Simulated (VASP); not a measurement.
## LiPb2N3: single point with r2SCAN+rVV10

The system is LiPb2N3.

```xyz
6
Lattice="3.1126 -4.5061 0.0000 3.1126 4.5061 0.0000 0.0000 0.0000 3.3380" Properties=species:S:1:pos:R:3 pbc="T T T"
Li    0.0000    0.0000    0.0000
Pb    1.5563   -2.2530    1.6690
Pb    1.5563    2.2530    1.6690
N     3.1126   -2.7066    0.0000
N     3.1126    2.7066    0.0000
N     3.1126    0.0000    1.6690
```

```json
{
  "Program": "VASP 6.6.1",
  "Task": "single point",
  "Functional": "r2SCAN",
  "Dispersion": "rVV10",
  "Potentials or basis": "VASP PAW PBE potentials, release 64 (Li_sv, Pb_d, N)",
  "Cutoff": "520 eV",
  "k mesh": "6 × 6 × 8",
  "Occupations": "fermi-dirac, width 0.03 eV",
  "Spin": "no spin polarisation",
  "Dipole correction": "no",
  "Further INCAR settings": "ALGO = Normal; EDIFF = 1e-06; NBANDS = 32"
}
```

The largest force is 0.109 eV/Å and the band gap on the k mesh is zero (bands 23 and 24 overlap by 1.30 eV).

Forces in eV/Å, atoms in the order of the input:
```
Li   0.000  0.000  0.000
Pb   0.000  0.000  0.000
Pb   0.000  0.000  0.000
N    0.000  0.109  0.000
N    0.000 -0.109  0.000
N    0.000  0.000  0.000
```

Levels at points of the mesh, in eV from the Fermi level:
```tsv
k point	band 21	band 22	band 23	band 24	band 25	band 26
(0.00, 0.00, 0.00)	-1.44	-0.67	-0.59	0.65	3.10	3.52
(0.50, 0.00, 0.00)	-1.49	-0.47	-0.04	0.65	1.34	3.14
(0.50, 0.50, 0.00)	-0.81	-0.66	0.53	0.65	1.97	3.57
(0.00, 0.00, 0.50)	-1.73	-1.68	-0.85	-0.77	2.90	4.36
(0.50, 0.00, 0.50)	-1.33	-1.27	-0.66	-0.59	0.78	3.99
(0.50, 0.50, 0.50)	-0.61	-0.35	-0.15	0.44	1.45	3.79
```

Wall time 8.1 min on 1 thread of Intel(R) Xeon(R) 6975P-C (Granite Rapids), with other jobs on the host, peak memory 0.52 GiB.

Caveat: the PAW data sets were made with another functional, which shifts forces and pressure a little; spin-orbit coupling is left out, which moves the levels of the heavy elements.
